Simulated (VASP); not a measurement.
# LiMgBN2 (I-4m2) in VASP: notebook

The runs below take LiMgBN2 through single point, with PBE.

Program: VASP 6.6.1. These are calculated values, not measurements. Logs are shortened: lines on timing, memory, paths and dates and some standing lists are left out, and cuts for length are marked.

**1. The cell of the first run**

The structure is tetragonal, space group I-4m2 (No. 119). The conventional cell has a = 3.514 Å, b = 3.514 Å, c = 8.532 Å, α = 90.00°, β = 90.00°, γ = 90.00°. Li (site symmetry -4m2) has 4 N at 1.95 Å and 4 Mg at 2.48 Å within 2.6 Å. Within 2.6 Å of Mg (site symmetry -4m2) lie 4 N at 1.95 Å and 4 Li at 2.48 Å. Within 1.7 Å of B (site symmetry -4m2) lie 2 N at 1.29 Å. N (site symmetry 2mm) has 1 B at 1.29 Å within 1.7 Å.

**2. Single point, PBE (strain -0.080 along x and y, -0.040 along z)**

INCAR reads:

```
PREC     = Accurate       # precision mode
ENCUT    = 520            # plane-wave cutoff, eV
EDIFF    = 1E-6           # SCF threshold, eV
ISMEAR   = 0              # smearing method
SIGMA    = 0.05           # smearing width, eV
LREAL    = F              # projectors in reciprocal space
LASPH    = T              # aspherical terms in the spheres
NELM     = 60             # most SCF steps
ALGO     = Normal         # electronic algorithm
ISIF     = 2              # what is computed and relaxed
LWAVE    = F              # write WAVECAR
LCHARG   = F              # write CHGCAR
GGA      = PE             # functional
NBANDS   = 17             # bands
```

KPOINTS reads:

```
regular mesh
0
Gamma
  8 8 8
```

POSCAR reads:

```
LiMgBN2
1.0
   -1.7568835200      1.7568835200      4.2657811200
    1.7568835200     -1.7568835200      4.2657811200
    1.7568835200      1.7568835200     -4.2657811200
Li Mg B N
1 1 1 2
Direct
    0.2500000000      0.7500000000      0.5000000000
    0.7500000000      0.2500000000      0.5000000000
    0.5000000000      0.5000000000      0.0000000000
    0.6512635000      0.6512635000      0.0000000000
    0.3487365000      0.3487365000      0.0000000000
```

Potentials or basis: VASP PAW PBE potentials, release 64 (Li_sv, Mg, B, N).

The run is started by

```bash
$ cat potpaw_PBE.64/Li_sv/POTCAR potpaw_PBE.64/Mg/POTCAR potpaw_PBE.64/B/POTCAR potpaw_PBE.64/N/POTCAR > POTCAR
$ mpirun -np 1 vasp_std > vasp.out
```

OUTCAR:

```text
PREC = Accurate
   ENCUT = 520
   EDIFF = 1E-6
   ISMEAR = 0
   LREAL = F
   LASPH = T
   NELM = 60
   ISIF = 2
   GGA = PE

 ion  position               nearest neighbor table
   1  0.250  0.750  0.500-   5 1.95   4 1.95   5 1.95   4 1.95   2 2.48   2 2.48   2 2.48   2 2.48

   2  0.750  0.250  0.500-   5 1.95   4 1.95   5 1.95   4 1.95   1 2.48   1 2.48   1 2.48   1 2.48
                             3 2.76   3 2.76   3 2.76   3 2.76
   3  0.500  0.500  0.000-   4 1.29   5 1.29   2 2.76   2 2.76   2 2.76   2 2.76
   4  0.651  0.651  0.000-   3 1.29   2 1.95   1 1.95   1 1.95   2 1.95
   5  0.349  0.349  0.000-   3 1.29   2 1.95   1 1.95   1 1.95   2 1.95

  LATTYP: Found a body centered tetragonal cell.
 ALAT       =     3.5137670400
 C/A-ratio  =     2.4280386670

  Lattice vectors:

 A1 = (  -1.7568835200,   1.7568835200,   4.2657811200)
 A2 = (   1.7568835200,  -1.7568835200,   4.2657811200)
 A3 = (   1.7568835200,   1.7568835200,  -4.2657811200)

Analysis of symmetry for initial positions (statically):
=====================================================================
 Subroutine PRICEL returns:
 Original cell was already a primitive cell.

 Routine SETGRP: Setting up the symmetry group for a
 body centered tetragonal supercell.

 Subroutine GETGRP returns: Found  8 space group operations
 (whereof  8 operations were pure point group operations)
 out of a pool of 16 trial point group operations.

The static configuration has the point symmetry D_2d.

Analysis of symmetry for dynamics (positions and initial velocities):
=====================================================================
 Subroutine PRICEL returns:
 Original cell was already a primitive cell.

 Routine SETGRP: Setting up the symmetry group for a
 body centered tetragonal supercell.

 Subroutine GETGRP returns: Found  8 space group operations
 (whereof  8 operations were pure point group operations)
 out of a pool of 16 trial point group operations.

The dynamic configuration has the point symmetry D_2d.

 Subroutine INISYM returns: Found  8 space group operations
 (whereof  8 operations are pure point group operations),
 and found     1 'primitive' translations

----------------------------------------------------------------------------------------

                                     Primitive cell

  volume of cell :      52.6677

  direct lattice vectors                    reciprocal lattice vectors
    -1.756883520  1.756883520  4.265781120     0.000000000  0.284594849  0.117211827
     1.756883520 -1.756883520  4.265781120     0.284594849  0.000000000  0.117211827
     1.756883520  1.756883520 -4.265781120     0.284594849  0.284594849  0.000000000

  length of vectors
     4.936615032  4.936615032  4.936615032     0.307787005  0.307787005  0.402477895

  position of ions in fractional coordinates (direct lattice)
     0.250000000  0.750000000  0.500000000
     0.750000000  0.250000000  0.500000000
     0.500000000  0.500000000  0.000000000
     0.651263500  0.651263500  0.000000000
     0.348736500  0.348736500  0.000000000

  ion indices of the primitive-cell ions
   primitive index   ion index
                 1           1
                 2           2
                 3           3
                 4           4
                 5           5

----------------------------------------------------------------------------------------

 KPOINTS: regular mesh

Automatic generation of k-mesh.
 Grid dimensions read from file:
 generate k-points for:    8    8    8

 Generating k-lattice:

  Cartesian coordinates                     Fractional coordinates (reciprocal lattice)
     0.000000000  0.035574356  0.014651478     0.125000000  0.000000000 -0.000000000
     0.035574356  0.000000000  0.014651478     0.000000000  0.125000000 -0.000000000
     0.035574356  0.035574356  0.000000000     0.000000000  0.000000000  0.125000000

  Length of vectors
     0.038473376  0.038473376  0.050309737

  Shift w.r.t. Gamma in fractional coordinates (k-lattice)
     0.000000000  0.000000000  0.000000000

 Subroutine IBZKPT returns following result:
 ===========================================

 Found     59 irreducible k-points:

 Following reciprocal coordinates:
            Coordinates               Weight
  0.000000  0.000000  0.000000      1.000000
  0.125000  0.000000  0.000000      8.000000
  0.250000  0.000000  0.000000      8.000000
  0.375000  0.000000  0.000000      8.000000
  0.500000  0.000000  0.000000      4.000000
  0.125000  0.125000  0.000000      8.000000
[... 16 lines left out ...]
  0.250000  0.125000  0.125000     16.000000
  0.375000  0.125000  0.125000      8.000000
 [... further k-points ...]
   k-points           NKPTS =     59   k-points in BZ     NKDIM =     59   number of bands    NBANDS=     17
   number of dos      NEDOS =    301   number of ions     NIONS =      5
   total plane-waves  NPLWV =  64000
   dimension x,y,z NGX =    40 NGY =   40 NGZ =   40
   dimension x,y,z NGXF=    80 NGYF=   80 NGZF=   80
   ions per type =               1   1   1   2
   NGX,Y,Z   is equivalent  to a cutoff of  13.47, 13.47, 13.47 a.u.
   NGXF,Y,Z  is equivalent  to a cutoff of  26.94, 26.94, 26.94 a.u.
 SYSTEM =  unknown system
   PREC   = accura    normal or accurate (medium, high low for compatibility)
   ISTART =      0    job   : 0-new  1-cont  2-samecut
   ICHARG =      2    charge: 1-file 2-atom 10-const
   ISPIN  =      1    spin polarized calculation?
   LNONCOLLINEAR =      F non collinear calculations
   LSORBIT =      F    spin-orbit coupling
   LASPH  =      T    aspherical Exc in radial PAW
   ENCUT  =  520.0 eV  38.22 Ry    6.18 a.u.   9.18  9.18  9.18*2*pi/ulx,y,z
   NELM   =     60;   NELMIN=  2; NELMDL= -5     # of ELM steps
   EDIFF  = 0.1E-05   stopping-criterion for ELM
   LREAL  =      F    real-space projection
   EDIFFG = 0.1E-04   stopping-criterion for IOM
   NSW    =      0    number of steps for IOM
   IBRION =     -1    ionic relax: 0-MD 1-quasi-New 2-CG
   NFREE  =      0    steps in history (QN), initial steepest desc. (CG)
   ISIF   =      2    stress and relaxation
   ISYM   =      2    0-nonsym 1-usesym 2-fastsym
   POTIM  = 0.5000    time-step for ionic-motion
   TEBEG  =    0.0;   TEEND  =   0.0 temperature during run
   PSTRESS=    0.0 pullay stress
   NELECT =      18.0000    total number of electrons
   NUPDOWN=      -1.0000    fix difference up-down
   EMIN   =  10.00;   EMAX   =-10.00  energy-range for DOS
   EFERMI =   0.00;   METHOD = LEGACY
   ISMEAR =     0;   SIGMA  =   0.05  broadening in eV -4-tet -1-fermi 0-gaus
   EFERMI_NEDOS =   21; number of points for ismear=-14 and -15
   IALGO  =     38    algorithm
   IMIX   =      4    mixing-type and parameters
     AMIX     =   0.40;   BMIX     =  1.00
     AMIX_MAG =   1.60;   BMIX_MAG =  1.00
  volume/ion in A,a.u.               =      10.53        71.08
  Fermi-wavevector in a.u.,A,eV,Ry     =   1.144592  2.162966 17.824879  1.310092
  Thomas-Fermi vector in A             =   2.281284
   LORBIT       =      0    0 simple, 1 ext, 2 COOP (PROOUT), +10 PAW based schemes
   GGA     = PE    functional components
   LHFCALC =     F    Hartree Fock is set to
   AEXX    =    0.0000 exact exchange contribution
   IVDW    =     0    specifies the selected vdW correction
   LEPSILON=     F    determine dielectric tensor
   LRPA    =     F    only Hartree local field effects (RPA)
 non-spin polarized calculation
 Gauss-broadening in eV      SIGMA  =   0.05
  energy-cutoff  :      520.00
  volume of cell :       52.67
 maximum number of plane-waves:      1452
 NGX is ok and might be reduce to    40
   NGX = 19   NGY = 19   NGZ = 19

 number of electron      18.0000003 magnetization

 Free energy of the ion-electron system (eV)
  ---------------------------------------------------
  ext. energy  EPLUGINS =         0.00000000
  ---------------------------------------------------
  free energy    TOTEN  =       -30.77519403 eV

  energy without entropy =      -30.77519403  energy(sigma->0) =      -30.77519403

 E-fermi :   2.1801     XC(G=0):  -9.3602

 val. band max:        1.9830473913   @ k =   0.5000   0.5000   0.5000
 cond. band min:       5.1828074833   @ k =   0.0000   0.0000   0.0000
 fundamental gap:      3.1997600920
 Fermi energy:         2.1801048967

 k-point     1 :       0.0000    0.0000    0.0000
  band No.  band energies     occupation
      1     -41.1352      2.00000
      2     -12.9670      2.00000
      3     -11.7546      2.00000
      4      -3.1209      2.00000
      5      -0.6675      2.00000
      6      -0.3009      2.00000
[... 9 lines left out ...]
     16      16.1161      0.00000
     17      16.1162      0.00000

 k-point     2 :       0.1250    0.0000    0.0000
  band No.  band energies     occupation
      1     -41.1348      2.00000
      2     -12.9107      2.00000
      3     -11.7738      2.00000
      4      -3.0783      2.00000
      5      -1.0207      2.00000
      6      -0.5486      2.00000
[... 9 lines left out ...]
     16      15.6448      0.00000
     17      15.8258      0.00000

 k-point     3 :       0.2500    0.0000    0.0000
  band No.  band energies     occupation
      1     -41.1337      2.00000
      2     -12.7622      2.00000
      3     -11.8290      2.00000
      4      -3.0066      2.00000
      5      -1.7942      2.00000
      6      -0.7864      2.00000
[... 9 lines left out ...]
     16      14.7883      0.00000
     17      15.3433      0.00000

 k-point     4 :       0.3750    0.0000    0.0000
  band No.  band energies     occupation
      1     -41.1326      2.00000
      2     -12.5854      2.00000
      3     -11.9069      2.00000
      4      -3.0420      2.00000
      5      -2.3485      2.00000
      6      -0.8879      2.00000
[... 9 lines left out ...]
     16      13.8917      0.00000
     17      15.8466      0.00000

 k-point     5 :       0.5000    0.0000    0.0000
  band No.  band energies     occupation
      1     -41.1321      2.00000
      2     -12.4957      2.00000
      3     -11.9537      2.00000
      4      -3.1277      2.00000
      5      -2.4912      2.00000
      6      -0.8989      2.00000
[... 9 lines left out ...]
     16      13.1887      0.00000
     17      15.7518      0.00000

 k-point     6 :       0.1250    0.1250    0.0000
  band No.  band energies     occupation
      1     -41.1344      2.00000
      2     -12.8377      2.00000
      3     -11.8136      2.00000
      4      -3.0011      2.00000
      5      -1.3669      2.00000
      6      -0.7503      2.00000
[... 9 lines left out ...]
     16      15.1190      0.00000
     17      15.6954      0.00000
[... 281 lines left out ...]
 k-point    21 :       0.5000    0.5000    0.0000
  band No.  band energies     occupation
      1     -41.1296      2.00000
      2     -12.2991      2.00000
      3     -11.8553      2.00000
      4      -2.4720      2.00000
      5      -2.3340      2.00000
      6      -1.6444      2.00000
[... 9 lines left out ...]
     16      15.4249      0.00000
     17      15.8084      0.00000

 k-point    22 :       0.1250    0.1250    0.1250
  band No.  band energies     occupation
      1     -41.1323      2.00000
      2     -12.6177      2.00000
      3     -11.8316      2.00000
      4      -2.8752      2.00000
      5      -1.8804      2.00000
      6      -1.1644      2.00000
[... 9 lines left out ...]
     16      14.0320      0.00000
     17      15.7943      0.00000

 k-point    23 :       0.2500    0.1250    0.1250
  band No.  band energies     occupation
      1     -41.1313      2.00000
      2     -12.4692      2.00000
      3     -11.8792      2.00000
      4      -2.7921      2.00000
      5      -2.2533      2.00000
      6      -1.3553      2.00000
[... 9 lines left out ...]
     16      14.1395      0.00000
     17      16.0451      0.00000

 k-point    24 :       0.3750    0.1250    0.1250
  band No.  band energies     occupation
      1     -41.1308      2.00000
      2     -12.3976      2.00000
      3     -11.9074      2.00000
      4      -2.8146      2.00000
      5      -2.3731      2.00000
      6      -1.3689      2.00000
[... 9 lines left out ...]
     16      14.3814      0.00000
     17      16.0401      0.00000

 [... further k-points ...]
[... 5 lines left out ...]
  --------------------------------------------------------------------------------------
  -------------------------------------------------------------------------------------
  Total        7.2855448      7.2855448     11.4465648      0.0000000     -0.0000000      0.0000000
  in kB      221.6297804    221.6297804    348.2100141      0.0000000     -0.0000000      0.0000000
  external PRESSURE =     263.8231916 kB  Pullay stress =       0.0000000 kB

 VOLUME and BASIS-vectors are now :
 -----------------------------------------------------------------------------
  energy-cutoff  :      520.00
  volume of cell :       52.67
      direct lattice vectors                 reciprocal lattice vectors
    -1.756883520  1.756883520  4.265781120     0.000000000  0.284594849  0.117211827
     1.756883520 -1.756883520  4.265781120     0.284594849  0.000000000  0.117211827
     1.756883520  1.756883520 -4.265781120     0.284594849  0.284594849  0.000000000

 POSITION                                       TOTAL-FORCE (eV/Angst)
 -----------------------------------------------------------------------------------
      1.75688     -0.00000      2.13289        -0.000000     -0.000000      0.000000
     -0.00000      1.75688      2.13289        -0.000000     -0.000000      0.000000
      0.00000      0.00000      4.26578        -0.000000     -0.000000      0.000000
      0.00000      0.00000      5.55630         0.000000      0.000000      1.381392
      0.00000      0.00000      2.97527         0.000000      0.000000     -1.381392
 -----------------------------------------------------------------------------------
    total drift:                               -0.000000      0.000000     -0.000000

  FREE ENERGIE OF THE ION-ELECTRON SYSTEM (eV)
  ---------------------------------------------------
  free  energy   TOTEN  =       -30.7751940317 eV

  energy  without entropy=      -30.7751940317  energy(sigma->0) =      -30.77519403
```

It took 47 s on 1 thread of Intel Xeon 6975P-C (Granite Rapids), shared host; peak memory 0.26 GiB.

Results:

```yaml
Free_energy: -30.7752 eV
Largest_force: 1.381 eV/Å
Band_gap_on_the_k_mesh: 3.20 eV, indirect (least direct gap 3.94 eV)
```

Forces in eV/Å, atoms in the order of the input:
```
Li   0.000  0.000  0.000
Mg   0.000  0.000  0.000
B    0.000  0.000  0.000
N    0.000  0.000  1.381
N    0.000  0.000 -1.381
```

Caveat: the cell differs from its parent crystal (strain -0.080 along x and y, -0.040 along z); the cutoff is under 1.25 times the usual one of these potentials, so pressure, stress and relaxed cells hold a basis-set (Pulay) error; forces of over 1 eV/Å act on the atoms, so gaps and moduli don't describe the material at rest.

**3. Single point, PBE (strain -0.080 along x and y, +0.000 along z)**

INCAR reads:

```
SYSTEM = LiMgBN2
  PREC = Accurate
  ENCUT = 520
  EDIFF = 1E-7
  ISMEAR = 0
  SIGMA = 0.05
  LREAL = .False.
  LASPH = .True.
  NELM = 100
  ALGO = Normal
  ISIF = 2
  LWAVE = .False.
  LCHARG = .True.
  GGA = PE
  LELF = .True.
  LVHAR = .True.
  NBANDS = 17
```

KPOINTS reads:

```
regular mesh
0
Gamma
  8 8 8
  0 0 0
```

POSCAR: that of step 2 with these lines changed.

```diff
@@ -2,5 +2,5 @@
 1.0
-   -1.7568835200      1.7568835200      4.2657811200
-    1.7568835200     -1.7568835200      4.2657811200
-    1.7568835200      1.7568835200     -4.2657811200
+   -1.7568835200      1.7568835200      4.4435220000
+    1.7568835200     -1.7568835200      4.4435220000
+    1.7568835200      1.7568835200     -4.4435220000
 Li Mg B N
```

Potentials or basis: VASP PAW PBE potentials, release 64 (Li_sv, Mg, B, N).

The run is started by

```bash
$ cat potpaw_PBE.64/Li_sv/POTCAR potpaw_PBE.64/Mg/POTCAR potpaw_PBE.64/B/POTCAR potpaw_PBE.64/N/POTCAR > POTCAR
$ mpirun -np 1 vasp_std > vasp.out
```

It took 56 s on 1 thread of Intel Xeon 6975P-C (Granite Rapids), shared host; peak memory 0.27 GiB.

The run converged. Its results:

```yaml
Free_energy: -31.0464 eV
Largest_force: 1.563 eV/Å
Band_gap_on_the_k_mesh: 3.13 eV, indirect (least direct gap 3.97 eV)
```

Forces on the atoms (eV/Å):
```
Li   0.000  0.000  0.000
Mg   0.000  0.000  0.000
B    0.000  0.000  0.000
N    0.000  0.000 -1.563
N    0.000  0.000  1.563
```

Levels at points of the mesh, in eV from the valence-band top:
| k point | band 5 | band 6 | band 7 | band 8 | band 9 | band 10 | band 11 | band 12 | band 13 | band 14 |
| --- | --- | --- | --- | --- | --- | --- | --- | --- | --- | --- |
| (0.00, 0.00, 0.00) | -2.67 | -2.01 | -2.01 | -1.46 | -1.46 | 3.13 | 6.14 | 8.18 | 8.18 | 9.38 |
| (0.50, 0.00, 0.00) | -4.43 | -2.84 | -2.24 | -1.37 | -0.64 | 5.49 | 6.65 | 7.44 | 8.68 | 9.50 |
| (0.50, 0.50, 0.00) | -4.18 | -3.60 | -3.21 | -2.12 | -0.72 | 5.27 | 5.53 | 6.85 | 7.96 | 11.33 |
| (0.50, 0.50, 0.50) | -3.89 | -2.89 | -2.89 | 0.00 | 0.00 | 3.97 | 6.78 | 6.78 | 7.49 | 9.18 |

Caveat: the cell differs from its parent crystal (strain -0.080 along x and y, +0.000 along z); the cutoff is under 1.25 times the usual one of these potentials, so pressure, stress and relaxed cells hold a basis-set (Pulay) error; forces of over 1 eV/Å act on the atoms, so gaps and moduli don't describe the material at rest. A k mesh can miss the band edges.

(Part 1 of 3 ends here.)
